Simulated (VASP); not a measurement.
Runs of VASP 6.6.1 on SiC. The structure is that of space group I-4m2 (No. 119), or close to it. The cells are those of the table. 

| cell | gap on the mesh (eV) | pressure (GPa) |
| --- | --- | --- |
| a = 3.158, b = 3.158, c = 3.234 Å, angles 59.2, 59.2, 61.6°, 2 atoms | 1.30 | -18.5 |
| a = 3.084, b = 3.084, c = 2.926 Å, angles 61.7, 61.7, 56.6°, 2 atoms | (a) | 12.6 |
| a = 3.084, b = 3.084, c = 3.234 Å, angles 58.4, 58.4, 63.2°, 2 atoms | 0.81 | -10.4 |
| a = 3.121, b = 3.121, c = 3.234 Å, angles 58.8, 58.8, 62.4°, 2 atoms | 1.05 | (b) |
| a = 3.081, b = 3.081, c = 3.157 Å, angles 59.2, 59.2, 61.6°, 2 atoms | (c) | -5.5 |

Alike in all rows: task single point; level r2SCAN; potentials or basis VASP PAW PBE potentials, release 64 (Si, C); no spin polarisation; k mesh 10 × 10 × 10; cutoff (eV) 520; smearing gaussian 0.05 eV.

Q: Fill in the values left out.

A: (a) 1.09; (b) -14.7; (c) 1.23.

Caveats: the PAW data sets were made with another functional, which shifts forces and pressure a little.

A k mesh can miss the band edges.
